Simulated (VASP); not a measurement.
# Zr4Ag (P6/mmm) in VASP: a series of runs, part 2 of 2

VASP 6.6.1.

## Step 3: Single point, PBE

This run uses another cell than the first one, of 34.87 Å³/atom.

File INCAR:

```
PREC = Accurate ; ENCUT = 520
EDIFF = 1E-6 ; ISMEAR = 0
SIGMA = 0.2 ; LREAL = F
LASPH = T ; NELM = 100
ALGO = Normal ; ISIF = 2
LWAVE = F ; LCHARG = F
GGA = PE ; NBANDS = 38
```

File KPOINTS:

```
Automatic mesh
0
Gamma
  5 5 2
```

File POSCAR:

```
Zr4Ag
1.0
    4.7830588267     -0.0000000034      0.0000000000
   -2.3915294104      4.1422504534      0.0000000000
    0.0000000000      0.0000000000      8.7991227301
Zr Ag
4 1
Direct
    0.3333333333      0.6666666667      0.0000000000
    0.6666666667      0.3333333333      0.0000000000
    0.0000000000      0.0000000000      0.1723983656
    0.0000000000      0.0000000000      0.8276016344
    0.0000000000      0.0000000000      0.5000000000
```

Potentials or basis: VASP PAW PBE potentials, release 64 (Zr_sv, Ag).

Started as:

```sh
$ cat potpaw_PBE.64/Zr_sv/POTCAR potpaw_PBE.64/Ag/POTCAR > POTCAR
$ mpirun -np 1 vasp_std > vasp.out
```

OUTCAR:

```text
PREC = Accurate
   ENCUT = 520
   EDIFF = 1E-6
   ISMEAR = 0
   LREAL = F
   LASPH = T
   NELM = 100
   ISIF = 2
   GGA = PE

 ion  position               nearest neighbor table
   1  0.333  0.667  0.000-   2 2.76   2 2.76   2 2.76   4 3.15   3 3.15   4 3.15   3 3.15   4 3.15
                             3 3.15
   2  0.667  0.333  0.000-   1 2.76   1 2.76   1 2.76   4 3.15   3 3.15   3 3.15   4 3.15   3 3.15
                             4 3.15
   3  0.000  0.000  0.172-   5 2.88   4 3.03   1 3.15   2 3.15   1 3.15   2 3.15   2 3.15   1 3.15

   4  0.000  0.000  0.828-   5 2.88   3 3.03   1 3.15   2 3.15   1 3.15   2 3.15   2 3.15   1 3.15

   5  0.000  0.000  0.500-   3 2.88   4 2.88

  LATTYP: Found a hexagonal cell.
 ALAT       =     4.7830588267
 C/A-ratio  =     1.8396434267

  Lattice vectors:

 A1 = (   4.7830588267,  -0.0000000034,   0.0000000000)
 A2 = (  -2.3915294104,   4.1422504534,   0.0000000000)
 A3 = (   0.0000000000,   0.0000000000,   8.7991227301)

Analysis of symmetry for initial positions (statically):
=====================================================================
 Subroutine PRICEL returns:
 Original cell was already a primitive cell.

 Routine SETGRP: Setting up the symmetry group for a
 hexagonal supercell.

 Subroutine GETGRP returns: Found 24 space group operations
 (whereof 24 operations were pure point group operations)
 out of a pool of 24 trial point group operations.

The static configuration has the point symmetry D_6h.

Analysis of symmetry for dynamics (positions and initial velocities):
=====================================================================
 Subroutine PRICEL returns:
 Original cell was already a primitive cell.

 Routine SETGRP: Setting up the symmetry group for a
 hexagonal supercell.

 Subroutine GETGRP returns: Found 24 space group operations
 (whereof 24 operations were pure point group operations)
[... 112 lines left out ...]
     AMIX     =   0.40;   BMIX     =  1.00
     AMIX_MAG =   1.60;   BMIX_MAG =  1.00
  volume/ion in A,a.u.               =      34.87       235.29
  Fermi-wavevector in a.u.,A,eV,Ry     =   1.140858  2.155909 17.708765  1.301558
  Thomas-Fermi vector in A             =   2.277560
   LORBIT       =      0    0 simple, 1 ext, 2 COOP (PROOUT), +10 PAW based schemes
   GGA     = PE    functional components
   LHFCALC =     F    Hartree Fock is set to
   AEXX    =    0.0000 exact exchange contribution
   IVDW    =     0    specifies the selected vdW correction
   LEPSILON=     F    determine dielectric tensor
   LRPA    =     F    only Hartree local field effects (RPA)
 non-spin polarized calculation
 Gauss-broadening in eV      SIGMA  =   0.20
  energy-cutoff  :      520.00
  volume of cell :      174.33
 maximum number of plane-waves:      4705
 NGX is ok and might be reduce to    36
   NGX = 17   NGY = 17   NGZ = 33

 number of electron      58.9999998 magnetization

 Free energy of the ion-electron system (eV)
  ---------------------------------------------------
  ext. energy  EPLUGINS =         0.00000000
  ---------------------------------------------------
  free energy    TOTEN  =       -32.32865484 eV

  energy without entropy =      -32.27122179  energy(sigma->0) =      -32.29993831

 E-fermi :   3.9601     XC(G=0):  -8.5960

 val. band max:        3.8662791460   @ k =   0.2000   0.2000   0.5000
 cond. band min:       4.0611169387   @ k =   0.4000   0.0000   0.5000
 fundamental gap:      0.1948377927
 Fermi energy:         3.9601468097

 k-point     1 :       0.0000    0.0000    0.0000
  band No.  band energies     occupation
      1     -45.2606      2.00000
      2     -45.2101      2.00000
      3     -44.4779      2.00000
      4     -44.1212      2.00000
      5     -23.3995      2.00000
      6     -23.3474      2.00000
[... 399 lines left out ...]
     37       5.5777      0.00000
     38       5.7524      0.00000

------------------------ aborting loop because EDIFF is reached ----------------------------------------

  FORCE on cell =-STRESS in cart. coord.  units (eV):
  Direction    XX          YY          ZZ          XY          YZ          ZX
  --------------------------------------------------------------------------------------
  -------------------------------------------------------------------------------------
  Total        0.2071511      0.2071511     -0.0056398      0.0000000     -0.0000000      0.0000000
  in kB        1.9037780      1.9037780     -0.0518316      0.0000000     -0.0000000      0.0000000
  external PRESSURE =       1.2519081 kB  Pullay stress =       0.0000000 kB

 VOLUME and BASIS-vectors are now :
 -----------------------------------------------------------------------------
  energy-cutoff  :      520.00
  volume of cell :      174.33
      direct lattice vectors                 reciprocal lattice vectors
     4.783058827 -0.000000003  0.000000000     0.209071232  0.120707332  0.000000000
    -2.391529410  4.142250453  0.000000000     0.000000000  0.241414664  0.000000000
     0.000000000  0.000000000  8.799122730     0.000000000  0.000000000  0.113647693

 POSITION                                       TOTAL-FORCE (eV/Angst)
 -----------------------------------------------------------------------------------
      0.00000      2.76150      0.00000         0.000000      0.000000     -0.000000
      2.39153      1.38075      0.00000        -0.000000     -0.000000      0.000000
      0.00000      0.00000      1.51695         0.000000      0.000000     -0.027843
      0.00000      0.00000      7.28217         0.000000      0.000000      0.027843
      0.00000      0.00000      4.39956        -0.000000      0.000000      0.000000
 -----------------------------------------------------------------------------------
    total drift:                                0.000000      0.000000      0.000000

  FREE ENERGIE OF THE ION-ELECTRON SYSTEM (eV)
  ---------------------------------------------------
  free  energy   TOTEN  =       -32.3286548357 eV

  energy  without entropy=      -32.2712217898  energy(sigma->0) =      -32.29993831
```

OSZICAR:

```text
N       E                     dE             d eps       ncg     rms          rms(c)
DAV:   1     0.598590364645E+03    0.59859E+03   -0.29460E+04   760   0.144E+03
DAV:   2     0.165459007207E+02   -0.58204E+03   -0.56762E+03   868   0.421E+02
DAV:   3    -0.312134169115E+02   -0.47759E+02   -0.46608E+02  1330   0.868E+01
DAV:   4    -0.355435179111E+02   -0.43301E+01   -0.42978E+01  1176   0.242E+01
DAV:   5    -0.358126050885E+02   -0.26909E+00   -0.26893E+00  1134   0.468E+00    0.225E+01
DAV:   6    -0.333164913122E+02    0.24961E+01   -0.30269E+01  1144   0.233E+01    0.102E+01
DAV:   7    -0.325052752960E+02    0.81122E+00   -0.71915E+00  1076   0.106E+01    0.495E+00
DAV:   8    -0.323227386885E+02    0.18254E+00   -0.13549E+00  1046   0.581E+00    0.151E+00
DAV:   9    -0.323235140482E+02   -0.77536E-03   -0.13524E-01  1036   0.190E+00    0.106E+00
DAV:  10    -0.323274191915E+02   -0.39051E-02   -0.17252E-02  1096   0.841E-01    0.321E-01
DAV:  11    -0.323284737244E+02   -0.10545E-02   -0.27255E-03  1138   0.312E-01    0.712E-02
DAV:  12    -0.323286114267E+02   -0.13770E-03   -0.27894E-04  1040   0.792E-02    0.283E-02
DAV:  13    -0.323286472312E+02   -0.35804E-04   -0.84588E-05   952   0.460E-02    0.731E-03
DAV:  14    -0.323286528328E+02   -0.56017E-05   -0.11969E-05   938   0.135E-02    0.384E-03
DAV:  15    -0.323286547624E+02   -0.19296E-05   -0.20153E-06   722   0.590E-03    0.176E-03
DAV:  16    -0.323286548357E+02   -0.73254E-07   -0.61366E-07   606   0.307E-03
   1 F= -.32328655E+02 E0= -.32299938E+02  d E =-.574330E-01
```

stdout:

```text
POSCAR found type information on POSCAR ZrAg
 POSCAR found :  2 types and       5 ions
 scaLAPACK will be used
 LDA part: xc-table for (Slater+PW92), standard interpolation
 POSCAR, INCAR and KPOINTS ok, starting setup
 FFT: planning ... GRIDC
 FFT: planning ... GRID_SOFT
 FFT: planning ... GRID
 WAVECAR not read
 entering main loop
```

Wall time 2.4 min (1 thread of Intel Xeon 8259CL, shared host); peak memory 0.3 GiB.

What came out:

| Item | Value |
| --- | --- |
| Free energy | -32.3287 eV |
| Pressure | 0.1 GPa |
| Largest force | 0.028 eV/Å |
| Band gap on the k mesh | zero (an odd number of electrons rules out a gap without spin polarisation) |

Forces in eV/Å, atoms in the order of the input:
```
Zr   0.000  0.000  0.000
Zr   0.000  0.000  0.000
Zr   0.000  0.000 -0.028
Zr   0.000  0.000  0.028
Ag   0.000  0.000  0.000
```

Stress tensor (GPa, compression positive):
```
 0.19  0.00  0.00
 0.00  0.19  0.00
 0.00  0.00 -0.01
```

Levels at points of the mesh, in eV from the Fermi level:
| k point | band 25 | band 26 | band 27 | band 28 | band 29 | band 30 | band 31 | band 32 | band 33 | band 34 |
| --- | --- | --- | --- | --- | --- | --- | --- | --- | --- | --- |
| (0.00, 0.00, 0.00) | -1.61 | -1.50 | -1.50 | -1.50 | -1.32 | 0.22 | 0.22 | 1.30 | 1.70 | 1.70 |
| (0.00, 0.00, 0.50) | -1.54 | -1.53 | -1.50 | -1.50 | -0.44 | 0.21 | 0.21 | 0.41 | 1.52 | 1.52 |

## Step 4: Single point, PBE

This run uses another cell than the first one, of 30.70 Å³/atom.

File INCAR:

```
SYSTEM = Zr4Ag
PREC = Accurate
ENCUT = 520
EDIFF = 1E-6
ISMEAR = 0
SIGMA = 0.2
LREAL = .FALSE.
LASPH = .TRUE.
NELM = 100
ALGO = Fast
ISIF = 2
LWAVE = .FALSE.
LCHARG = .FALSE.
GGA = PE
NBANDS = 38
```

File KPOINTS:

```
Automatic mesh
0
G
  4 4 4
  0 0 0
```

File POSCAR:

```
Zr4Ag
1.0
    5.8325179687      0.0000000000      0.0000000000
   -2.9162589843      5.0511087289      0.0000000000
    0.0000000000      0.0000000000      5.2095345900
Zr Ag
4 1
Direct
    0.0000000000      0.0000000000      0.0000000000
    0.5000000000      0.0000000000      0.0000000000
    0.0000000000      0.5000000000      0.0000000000
    0.5000000000      0.5000000000      0.0000000000
    0.0000000000      0.0000000000      0.5000000000
```

Started as:

```sh
$ cat potpaw_PBE.64/Zr_sv/POTCAR potpaw_PBE.64/Ag/POTCAR > POTCAR
$ mpirun -np 1 vasp_std > vasp.out
```

Wall time 4.1 min (1 thread of Intel Xeon 8259CL, shared host); peak memory 0.31 GiB.

It converged, with:

* Free energy: -31.0697 eV
* Pressure: 0.3 GPa
* Band gap on the k mesh: zero (an odd number of electrons rules out a gap without spin polarisation)

Stress tensor (GPa, compression positive):
```
0.41 0.00 0.00
0.00 0.41 0.00
0.00 0.00 0.17
```

Levels at points of the mesh, in eV from the Fermi level:
```csv
k point,band 25,band 26,band 27,band 28,band 29,band 30,band 31,band 32,band 33,band 34
"(0.00, 0.00, 0.00)",-2.51,-1.88,-1.10,-0.58,-0.58,1.38,1.41,1.41,1.70,1.96
"(0.50, 0.00, 0.00)",-0.66,-0.51,-0.51,-0.44,-0.04,0.00,0.10,0.28,0.53,0.88
"(0.00, 0.00, 0.50)",-2.59,-2.13,-1.70,-1.70,-1.36,-0.25,1.40,1.40,1.88,2.71
"(0.50, 0.00, 0.50)",-1.19,-1.15,-0.70,-0.48,-0.48,-0.04,0.53,0.57,0.71,0.92
```

## Step 5: The runs side by side

| task | cell | k mesh | cutoff (eV) | gap on the mesh (eV) | pressure (GPa) |
| --- | --- | --- | --- | --- | --- |
| relaxation of cell and atoms | relaxed from a = 4.983, b = 4.983, c = 4.628 Å, angles 90.0, 90.0, 120.0°, 5 atoms, atomic positions A | 4 × 4 × 4 | 600 | none | 0.1 |
| single point | a = 4.783, b = 4.783, c = 8.799 Å, angles 90.0, 90.0, 120.0°, 5 atoms, atomic positions B | 5 × 5 × 2 | 520 | none | 0.1 |
| single point | a = 5.833, b = 5.833, c = 5.210 Å, angles 90.0, 90.0, 120.0°, 5 atoms, atomic positions A | 4 × 4 × 4 | 520 | none | 0.3 |

Alike in all rows: level PBE; potentials or basis VASP PAW PBE potentials, release 64 (Zr_sv, Ag); no spin polarisation; smearing gaussian 0.2 eV.

Caveats: some runs use coarse meshes; the volume moved by over 15 % at a fixed basis, so the end points are rough (at least some runs).

Absolute energies hang on the potentials; compare differences alone.
